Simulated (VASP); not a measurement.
A run of VASP 6.6.1:

INCAR

```
PREC = Accurate ; ENCUT = 520
EDIFF = 1E-7 ; ISMEAR = 0
SIGMA = 0.01 ; LREAL = F
LASPH = T ; NELM = 150
ALGO = Normal ; ISIF = 2
LWAVE = F ; LCHARG = T
MAGMOM = 0 0 0 0 0 0 ; LORBIT = 11
LSORBIT = T ; GGA_COMPAT = F
LORBMOM = T ; GGA = PE
LVHAR = T ; NBANDS = 32
```

KPOINTS

```
Automatic mesh
0
Gamma
  12 12 12
```

The input POSCAR:

```
PbSe
1.0
    0.0000000000      3.0606500000      3.0606500000
    3.0606500000      0.0000000000      3.0606500000
    3.0606500000      3.0606500000      0.0000000000
Pb Se
1 1
Direct
    0.0000000000      0.0000000000      0.0000000000
    0.5000000000      0.5000000000      0.5000000000
```

Potentials or basis: VASP PAW PBE potentials, release 64 (Pb_d, Se).

Command:

```console
$ cat potpaw_PBE.64/Pb_d/POTCAR potpaw_PBE.64/Se/POTCAR > POTCAR
$ mpirun -np 1 vasp_ncl > vasp.out
```

Hardware: 1 thread of Intel(R) Xeon(R) Platinum 8124M CPU @ 3.00GHz (Skylake/Cascade Lake), on a shared host.

Q: How long does it take, and how much memory?

A: Run time: 3 min on 1 thread of Intel(R) Xeon(R) Platinum 8124M CPU @ 3.00GHz (Skylake/Cascade Lake) (shared host), peak memory 0.43 GiB. Counts: scf iterations 13, k points 72.
